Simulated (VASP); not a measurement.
Input of a VASP 6.6.1 run:

The input INCAR:

```
SYSTEM = PbO2
  PREC = Accurate
  ENCUT = 520
  EDIFF = 1E-7
  ISMEAR = -1
  SIGMA = 0.02
  LREAL = .FALSE.
  LASPH = .TRUE.
  NELM = 80
  ALGO = Normal
  ISIF = 2
  LWAVE = .FALSE.
  LCHARG = .FALSE.
  GGA = PE
  NBANDS = 20
```

The input KPOINTS:

```
regular mesh
0
G
  9 9 9
  0 0 0
```

POSCAR

```
PbO2
1.0
    0.0000000000      2.6583848818      2.6583848818
    2.6583848818      0.0000000000      2.6583848818
    2.6583848818      2.6583848818      0.0000000000
Pb O
1 2
Direct
    0.0000000000      0.0000000000      0.0000000000
    0.2500000000      0.2500000000      0.2500000000
    0.7500000000      0.7500000000      0.7500000000
```

Potentials or basis: VASP PAW PBE potentials, release 64 (Pb_d, O).

Launch:

```console
$ cat potpaw_PBE.64/Pb_d/POTCAR potpaw_PBE.64/O/POTCAR > POTCAR
$ mpirun -np 1 vasp_std > vasp.out
```

(1) Predict the pressure.

(2) What does it give for the band gap on the k mesh?

## Answers

(1) 8.2 GPa.

(2) zero (bands 13 and 14 overlap by 1.25 eV).

Caveat: the cell stands under pressure; spin-orbit coupling is left out, which moves the levels of the heavy elements.
